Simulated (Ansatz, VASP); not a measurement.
# Two plane-wave programs on RbCl

The input INCAR:

```
  PREC = Accurate
  ENCUT = 500
  EDIFF = 1E-6
  ISMEAR = 0
  SIGMA = 0.05
  LREAL = False
  LASPH = True
  NELM = 120
  ALGO = Normal
  ISIF = 2
  LWAVE = False
  LCHARG = False
  NBANDS = 15
  GGA_COMPAT = False
```

The input KPOINTS:

```
regular mesh
0
Gamma
  6 6 6
```

POSCAR

```
RbCl
1.0
    0.0000000000      3.2576300000      3.2576300000
    3.2740000000     -0.0163700000      3.2740000000
    3.2740000000      3.2740000000     -0.0163700000
Rb Cl
1 1
Direct
    0.0000000000      0.0000000000      0.0000000000
    0.5000000000      0.5000000000      0.5000000000
```

Input for Ansatz:

```yaml
crystal:
  lattice:
    - [0.0, 3.25763, 3.25763]
    - [3.274, -0.01637, 3.274]
    - [3.274, 3.274, -0.01637]
  atoms:
    - { symbol: Rb, position: [0.0, 0.0, 0.0] }
    - { symbol: Cl, position: [0.5, 0.5, 0.5] }
basis:
  ecutwfc: 420
kpoints:
  mp_grid: { grid: [6, 6, 6] }
hamiltonian:
  xc: lda
scf:
  occupations: { method: gaussian, width: 0.05 }
output:
  forces: true
  stress: true
  eigenvalues: true
```

Change from the starting cell: strain -0.0100 x Voigt [0, 0, 0, 1, 0, 0], atoms carried along.

Alike in both runs: task single point; functional LDA; k mesh 6 × 6 × 6; occupations gaussian, width 0.05 eV; no spin polarisation.

|  | VASP | Ansatz |
| --- | --- | --- |
| version | VASP 6.6.1 | Ansatz 0.2.0 |
| potentials or method | VASP PAW LDA potentials, release 64 (Rb_sv, Cl), cutoff 500 eV | scalar-relativistic, plane waves, PAW |
| valence electrons in the cell | 16 | 16 |

Ansatz gave:

| Property | Result |
| --- | --- |
| gap on the k mesh at the Fermi level (eV) | 4.59 |
| least direct gap on the mesh (eV) | 4.59 |
| pressure (GPa) | -1.4 |
| traceless stress, the component that is largest in VASP (GPa) | 0.06 |

What did VASP give for the same quantities?

gap on the k mesh at the Fermi level (eV): 4.60; least direct gap on the mesh (eV): 4.60; pressure (GPa): -1.4; traceless stress, the component that is largest in VASP (GPa): 0.06.

LDA's correlation is that of Perdew and Zunger in VASP and of Perdew and Wang (1992) in Ansatz.
